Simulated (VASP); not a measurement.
# AlN: vibrations by perturbation theory with PBE

The system is AlN.

```
CELL_PARAMETERS angstrom
3.12976 0.00000 0.00000
-1.56488 2.71045 0.00000
0.00000 0.00000 5.01740
ATOMIC_POSITIONS crystal
Al 0.66667 0.33333 0.49924
Al 0.33333 0.66667 0.99924
N 0.66667 0.33333 0.88076
N 0.33333 0.66667 0.38076
```

```json
{
 "Program": "VASP 6.6.1",
 "Task": "vibrations by perturbation theory",
 "Functional": "PBE",
 "Potentials or basis": "VASP PAW PBE potentials, release 64 (Al, N)",
 "Cutoff": "520 eV",
 "k mesh": "9 × 9 × 5",
 "Occupations": "gaussian, width 0.01 eV",
 "Spin": "no spin polarisation",
 "Dipole correction": "no",
 "Further INCAR settings": "ALGO = Normal; EDIFF = 1e-08; IBRION = 8; NSW = 1"
}
```

```yaml
Electronic_dielectric_tensor_diagonal: 4.47, 4.47, 4.69
Born_charges_mean_of_the_diagonal: Al +2.57; N -2.57 e
Highest_phonon_frequency_at_Γ_LO-TO_splitting_left_out: 706 cm⁻¹
```

Phonon frequencies in cm⁻¹ (negative: imaginary):
| q point | frequencies |
| --- | --- |
| (0.000, 0.000, 0.000) | 0 0 0 237 237 536 595 637 637 649 649 706 |

Electronic dielectric tensor:
```
4.47 0.00 0.00
0.00 4.47 0.00
0.00 0.00 4.69
```

Born effective charge tensors (e):
atom 1, Al
```
2.52 0.00 0.00
0.00 2.52 0.00
0.00 0.00 2.68
```
atom 2, Al
```
2.52 0.00 0.00
0.00 2.52 0.00
0.00 0.00 2.68
```
atom 3, N
```
-2.52  0.00  0.00
 0.00 -2.52  0.00
 0.00  0.00 -2.68
```
atom 4, N
```
-2.52  0.00  0.00
 0.00 -2.52  0.00
 0.00  0.00 -2.68
```

Run time: 4.6 min on 1 thread of AMD EPYC 9R45 96-Core Processor (Zen 5), on a shared host, peak memory 0.35 GiB.
